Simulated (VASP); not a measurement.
Write the native input for VASP 6.6.1 that does the following.

```yaml
Task: single point
Functional: PBE
Potentials_or_basis: VASP PAW PBE potentials, release 64 (Ba_sv, F, Ca_sv)
Cutoff: 520 eV
k_mesh: 6 × 6 × 4
Occupations: fermi-dirac, width 0.02 eV
Spin: no spin polarisation
Dipole_correction: no
Further_INCAR_settings: ALGO = Normal; EDIFF = 1e-06; NBANDS = 33
```

The structure of BaCaF4 lies in POSCAR:

```
BaCaF4
1.0
    4.0706559646      0.0000000000      0.0000000000
    0.0000000000      4.0706559646      0.0000000000
    0.0000000000      0.0000000000      5.9647005680
Ba F Ca
1 4 1
Direct
    0.0000000000      0.0000000000      0.0000000000
    0.0000000000      0.5000000000      0.7227238450
    0.0000000000      0.5000000000      0.2772761550
    0.5000000000      0.0000000000      0.2772761550
    0.5000000000      0.0000000000      0.7227238450
    0.5000000000      0.5000000000      0.5000000000
```

One way to write it, as run:

INCAR

```
SYSTEM = BaCaF4
PREC = Accurate
ENCUT = 520
EDIFF = 1E-6
ISMEAR = -1
SIGMA = 0.02
LREAL = .FALSE.
LASPH = .TRUE.
NELM = 100
ALGO = Normal
ISIF = 2
LWAVE = .FALSE.
LCHARG = .FALSE.
GGA = PE
NBANDS = 33
```

KPOINTS

```
regular mesh
0
G
  6 6 4
  0 0 0
```

Potentials or basis: VASP PAW PBE potentials, release 64 (Ba_sv, F, Ca_sv).

Launch:

```sh
$ cat potpaw_PBE.64/Ba_sv/POTCAR potpaw_PBE.64/F/POTCAR potpaw_PBE.64/Ca_sv/POTCAR > POTCAR
$ mpirun -np 1 vasp_std > vasp.out
```

It gave:

The pressure is 3.1 GPa, the largest force is 0.004 eV/Å and the band gap on the k mesh is 6.22 eV (least direct gap 6.47 eV).

Caveat: the cell stands under pressure; spin-orbit coupling is left out, which moves the levels of the heavy elements.

Run time: 2.9 min on 1 thread of Intel Xeon 8259CL, with other jobs on the host, peak memory 0.25 GiB.
